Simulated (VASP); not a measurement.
Runs of VASP 6.6.1 on PbO. The structure is that of space group P4/nmm (No. 129), or close to it. The cells are those of the table. 

```tsv
cell	gap on the mesh (eV)	pressure (GPa)	largest force (eV/Å)
a = 3.789, b = 3.789, c = 5.240 Å, 4 atoms	0.44	5.8	0.90
a = 3.871, b = 3.871, c = 4.816 Å, 4 atoms	none	-1.4	3.75
a = 4.146, b = 4.156, c = 5.225 Å, angles 91.1, 89.0, 90.7°, 4 atoms	(b)	-5.2	1.37
a = 3.830, b = 3.830, c = 5.292 Å, 4 atoms	none	(a)	3.28
```

Alike in all rows: task single point; level PBE; potentials or basis VASP PAW PBE potentials, release 64 (Pb_d, O); no spin polarisation; k mesh 8 × 8 × 6; cutoff (eV) 520; smearing gaussian 0.02 eV.

**Question.** Estimate the missing entries.

**Answer.** (a) -2.8; (b) 1.28.

Caveats: spin-orbit coupling is left out, which moves the levels of the heavy elements; forces of over 1 eV/Å act on the atoms, so gaps and moduli don't describe the material at rest (some runs).

A k mesh can miss the band edges, and the runs leave out spin-orbit coupling on Pb.

A gap of «none» marks levels without a gap at the run's occupations.
